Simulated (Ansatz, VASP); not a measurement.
Given: the input of a run of Ansatz 0.2.0 on SrO.

File input.yaml:

```yaml
crystal:
  lattice:
    - [4.2467709965, 0.0, 0.0]
    - [-2.1233854983, 3.677811567, 0.0]
    - [0.0, 0.0, 5.1209926388]
  atoms:
    - { symbol: Sr, position: [0.6666666667, 0.3333333333, 0.4381277] }
    - { symbol: Sr, position: [0.3333333333, 0.6666666667, 0.9381277] }
    - { symbol: O, position: [0.6666666667, 0.3333333333, 0.9368723] }
    - { symbol: O, position: [0.3333333333, 0.6666666667, 0.4368723] }
hamiltonian:
  xc: pbe
  pseudopotentials: { kind: paw }
kpoints:
  mp_grid: { grid: [7, 7, 5] }
scf:
  occupations: { method: fermi_dirac, width: 0.05 }
output:
  forces: true
  stress: true
  eigenvalues: true
```

Potentials or basis: Ansatz PAW.

Command:

```sh
$ ansatz run input.yaml --threads 2 --pin off --max-ram 5120MiB --backend cpu --events-out ev --progress --plain --runs-dir out
```

Question: Translate it to VASP 6.6.1. Potentials there: VASP PAW PBE potentials, release 64 (Sr_sv, O).

Answer: As run (the cutoff follows the program's own potentials):

File INCAR:

```
ALGO = Normal
EDIFF = 1E-6
ENCUT = 520
GGA = PE
ISIF = 2
ISMEAR = -1
LASPH = T
LCHARG = F
LREAL = F
LWAVE = F
NBANDS = 24
NELM = 80
PREC = Accurate
SIGMA = 0.05
```

The input KPOINTS:

```
k-points
0
Gamma
  7 7 5
```

POSCAR

```
SrO
1.0
    4.2467709965      0.0000000000      0.0000000000
   -2.1233854983      3.6778115670      0.0000000000
    0.0000000000      0.0000000000      5.1209926388
Sr O
2 2
Direct
    0.6666666667      0.3333333333      0.4381277000
    0.3333333333      0.6666666667      0.9381277000
    0.6666666667      0.3333333333      0.9368723000
    0.3333333333      0.6666666667      0.4368723000
```

Potentials or basis: VASP PAW PBE potentials, release 64 (Sr_sv, O).

Launch:

```sh
$ cat potpaw_PBE.64/Sr_sv/POTCAR potpaw_PBE.64/O/POTCAR > POTCAR
$ mpirun -np 1 vasp_std > vasp.out
```

Both were run:

|  | VASP | Ansatz | Ansatz less VASP |
| --- | --- | --- | --- |
| gap on the k mesh at the Fermi level (eV) | 2.69 | 2.71 | +0.019 |
| least direct gap on the mesh (eV) | 2.69 | 2.71 | +0.019 |
| pressure (GPa) | 2.9 | 2.4 | -0.51 |
| traceless stress, the component that is largest in VASP (GPa) | 0.33 | 0.32 | -0.012 |
| rms of the force components (eV/Å) | 0.009 | 0.008 | -0.0006 |

Atom by atom the forces differ by 0.001 eV/Å (rms over components).

Noted on Ansatz's run: odd divisions of the mesh miss points on the zone boundary, where band edges often lie, so the gap on the mesh can be too wide.
